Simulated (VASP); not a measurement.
# Ca18HO in VASP: further runs, part 2 of 2

VASP 6.6.1. Earlier steps stand in the parts before.

## Step 3: Single point, PBE

Input file INCAR:

```
SYSTEM = Ca18HO
ALGO = Normal
EDIFF = 1E-6
ENCUT = 520
GGA = PE
ISIF = 2
ISMEAR = -1
LASPH = .TRUE.
LCHARG = .FALSE.
LREAL = Auto
LWAVE = .FALSE.
NBANDS = 110
NELM = 100
PREC = Accurate
SIGMA = 0.05
```

Input file KPOINTS:

```
k-points
0
G
  3 2 1
  0 0 0
```

Input file POSCAR:

```
Ca18HO
1.0
    7.8913120000      0.0000000000      0.0000000000
    5.9184840000     10.2511150000      0.0000000000
    0.0000000000      0.0000000000     18.4432290000
Ca O H
18 1 1
Direct
    0.1666666504      0.1111111328      0.0542203862
    0.6666666504      0.1111111328      0.0542203862
    0.1666666748      0.4444444336      0.0542203862
    0.6666666748      0.4444444336      0.0542203862
    0.1666666260      0.7777778320      0.0542203862
    0.6666666260      0.7777778320      0.0542203862
   -0.1669305239      0.2168647996      0.2208022250
    0.3288297183      0.2250726872      0.2163313160
   -0.1669616743      0.5519656154      0.2171301457
    0.3373179689      0.5532128944      0.2153651077
   -0.1731440274      0.8872909922      0.2135021476
    0.3234943320      0.8867080313      0.2188943162
   -0.0243411031     -0.0152362938      0.3867863377
    0.4801061321      0.0092016332      0.3741209308
   -0.0060948624      0.3301976419      0.3845164532
    0.4945072677      0.3338731445      0.3820646048
    0.0155670636      0.6589777795      0.3727384180
    0.5054984320      0.6625571950      0.3814080495
   -0.1915670812      0.8750453000      0.4036931928
   -0.2538358560      0.8306620304      0.4286625731
```

Potentials or basis: VASP PAW PBE potentials, release 64 (Ca_sv, O, H).

The run is started by

```
cat potpaw_PBE.64/Ca_sv/POTCAR potpaw_PBE.64/O/POTCAR potpaw_PBE.64/H/POTCAR > POTCAR
mpirun -np 1 vasp_std > vasp.out
```

OUTCAR:

```text
SYSTEM = Ca18HO
   EDIFF = 1E-6
   ENCUT = 520
   GGA = PE
   ISIF = 2
   ISMEAR = -1
   LASPH = .TRUE.
   LREAL = Auto
   NELM = 100
   PREC = Accurate

 ion  position               nearest neighbor table
   1  0.167  0.111  0.054-
   2  0.667  0.111  0.054-
   3  0.167  0.444  0.054-
   4  0.667  0.444  0.054-
   5  0.167  0.778  0.054-
   6  0.667  0.778  0.054-
   7  0.833  0.217  0.221-
   8  0.329  0.225  0.216-
   9  0.833  0.552  0.217-
  10  0.337  0.553  0.215-
  11  0.827  0.887  0.214-
  12  0.323  0.887  0.219-
  13  0.976  0.985  0.387-  19 2.29
  14  0.480  0.009  0.374-  19 2.33
  15  0.994  0.330  0.385-
  16  0.495  0.334  0.382-
  17  0.016  0.659  0.373-  19 2.31
  18  0.505  0.663  0.381-
  19  0.808  0.875  0.404-  20 0.99  13 2.29  17 2.31  14 2.33
  20  0.746  0.831  0.429-  19 0.99

[... 218 lines left out ...]
  energy without entropy =      -42.68539487  energy(sigma->0) =      -42.79953172

 E-fermi :  -0.1293     XC(G=0):  -4.7738

 val. band max:       -0.1372106677   @ k =   0.0000   0.0000   0.0000
 cond. band min:      -0.1090545822   @ k =   0.0000   0.5000   0.0000
 fundamental gap:      0.0281560855
 Fermi energy:        -0.1293100824

 k-point     1 :       0.0000    0.0000    0.0000
  band No.  band energies     occupation
      1     -42.6225      2.00000
      2     -42.5852      2.00000
      3     -42.5651      2.00000
      4     -42.5615      2.00000
      5     -42.5548      2.00000
      6     -42.5475      2.00000
[... 421 lines left out ...]
    104       0.4874      0.00001
    105       0.4958      0.00001
 [bands above 105 left out]

------------------------ aborting loop because EDIFF is reached ----------------------------------------

  FORCE on cell =-STRESS in cart. coord.  units (eV):
  Direction    XX          YY          ZZ          XY          YZ          ZX
  --------------------------------------------------------------------------------------
  -------------------------------------------------------------------------------------
  Total        0.4298616      1.2996409      2.5240300     -0.6010361      0.2837929      0.4587558
  in kB        0.4616172      1.3956505      2.7104900     -0.6454370      0.3047578      0.4926459
  external PRESSURE =       1.5225859 kB  Pullay stress =       0.0000000 kB

 VOLUME and BASIS-vectors are now :
 -----------------------------------------------------------------------------
  energy-cutoff  :      520.00
  volume of cell :     1491.96
      direct lattice vectors                 reciprocal lattice vectors
     7.891312000  0.000000000  0.000000000     0.126721640 -0.073162773  0.000000000
     5.918484000 10.251115000  0.000000000     0.000000000  0.097550364  0.000000000
     0.000000000  0.000000000 18.443229000     0.000000000  0.000000000  0.054220440

 POSITION                                       TOTAL-FORCE (eV/Angst)
 -----------------------------------------------------------------------------------
      1.97283      1.13901      1.00000        -0.020054     -0.000967     -0.002992
      5.91848      1.13901      1.00000         0.016840      0.033372     -0.062609
      3.94566      4.55605      1.00000         0.006271      0.016043     -0.094283
      7.89131      4.55605      1.00000        -0.002998     -0.063089     -0.040020
      5.91848      7.97309      1.00000        -0.020267     -0.005604     -0.094481
      9.86414      7.97309      1.00000        -0.048618     -0.020289     -0.047237
[... 12 lines left out ...]
     11.55854      8.97019      7.44541         0.093507      0.091674      0.070466
     10.80447      8.51521      7.90592        -0.046338     -0.022964      0.433714
 -----------------------------------------------------------------------------------
    total drift:                               -0.000073      0.001396      0.003214

  FREE ENERGIE OF THE ION-ELECTRON SYSTEM (eV)
  ---------------------------------------------------
  free  energy   TOTEN  =       -42.9136685772 eV

  energy  without entropy=      -42.6853948680  energy(sigma->0) =      -42.79953172
```

OSZICAR:

```text
N       E                     dE             d eps       ncg     rms          rms(c)
DAV:   1     0.171493553906E+04    0.17149E+04   -0.89767E+04  1144   0.140E+03
DAV:   2     0.103703562579E+03   -0.16112E+04   -0.15870E+04   958   0.430E+02
DAV:   3    -0.261032864399E+02   -0.12981E+03   -0.12771E+03  1330   0.787E+01
DAV:   4    -0.470656065776E+02   -0.20962E+02   -0.20699E+02  1664   0.278E+01
[... 13 lines left out ...]
DAV:  18    -0.429135516353E+02   -0.92119E-03   -0.27769E-04   992   0.288E-02    0.126E-02
DAV:  19    -0.429136357767E+02   -0.84141E-04   -0.78281E-05   856   0.156E-02    0.866E-03
DAV:  20    -0.429136663844E+02   -0.30608E-04   -0.26924E-05   816   0.125E-02    0.222E-03
DAV:  21    -0.429136682628E+02   -0.18784E-05   -0.42944E-06   840   0.369E-03    0.189E-03
DAV:  22    -0.429136685772E+02   -0.31440E-06   -0.59613E-07   664   0.235E-03
   1 F= -.42913669E+02 E0= -.42799532E+02  d E =-.228274E+00
```

stdout:

```text
POSCAR found type information on POSCAR CaO H
 POSCAR found :  3 types and      20 ions
 scaLAPACK will be used
 LDA part: xc-table for (Slater+PW92), standard interpolation
 -----------------------------------------------------------------------------
|                                                                             |
|           W    W    AA    RRRRR   N    N  II  N    N   GGGG   !!!           |
|           W    W   A  A   R    R  NN   N  II  NN   N  G    G  !!!           |
|           W    W  A    A  R    R  N N  N  II  N N  N  G       !!!           |
|           W WW W  AAAAAA  RRRRR   N  N N  II  N  N N  G  GGG   !            |
|           WW  WW  A    A  R   R   N   NN  II  N   NN  G    G                |
|           W    W  A    A  R    R  N    N  II  N    N   GGGG   !!!           |
|                                                                             |
|     Your reciprocal lattice and k-lattice belong to different lattice       |
|     classes:                                                                |
|                                                                             |
|        The reciprocal lattice is simple monoclinic,                         |
|        whereas your k-lattice is hexagonal.                                 |
|                                                                             |
|     Results are often still useful ...                                      |
|                                                                             |
 -----------------------------------------------------------------------------

 POSCAR, INCAR and KPOINTS ok, starting setup
 FFT: planning ... GRIDC
 FFT: planning ... GRID_SOFT
 FFT: planning ... GRID
 WAVECAR not read
 entering main loop
```

Run time: 20 min. Hardware: 1 thread of AMD EPYC 9R45 (Zen 5), shared host; peak memory 1.6 GiB.

What came out:

| Property | Result |
| --- | --- |
| Free energy | -42.9137 eV |
| Largest force | 0.437 eV/Å |
| Band gap on the k mesh | zero (an odd number of electrons rules out a gap without spin polarisation) |

Forces in eV/Å, atoms in the order of the input:
```
Ca  -0.020 -0.001 -0.003
Ca   0.017  0.033 -0.063
Ca   0.006  0.016 -0.094
Ca  -0.003 -0.063 -0.040
Ca  -0.020 -0.006 -0.094
Ca  -0.049 -0.020 -0.047
Ca   0.004 -0.005 -0.005
Ca   0.007  0.005 -0.001
Ca  -0.004 -0.008 -0.022
Ca   0.010  0.005 -0.008
Ca  -0.015 -0.001 -0.022
Ca  -0.015 -0.002 -0.020
Ca   0.026  0.016  0.016
Ca  -0.020  0.024 -0.032
Ca   0.002  0.019 -0.008
Ca   0.008 -0.007 -0.006
Ca   0.019 -0.076 -0.053
Ca   0.001  0.001  0.000
O    0.094  0.092  0.070
H   -0.046 -0.023  0.434
```

Caveat: there is no dipole correction, which matters where the two faces differ.

The gap in the log of VASP goes by the Fermi energy; the results here count the filled bands.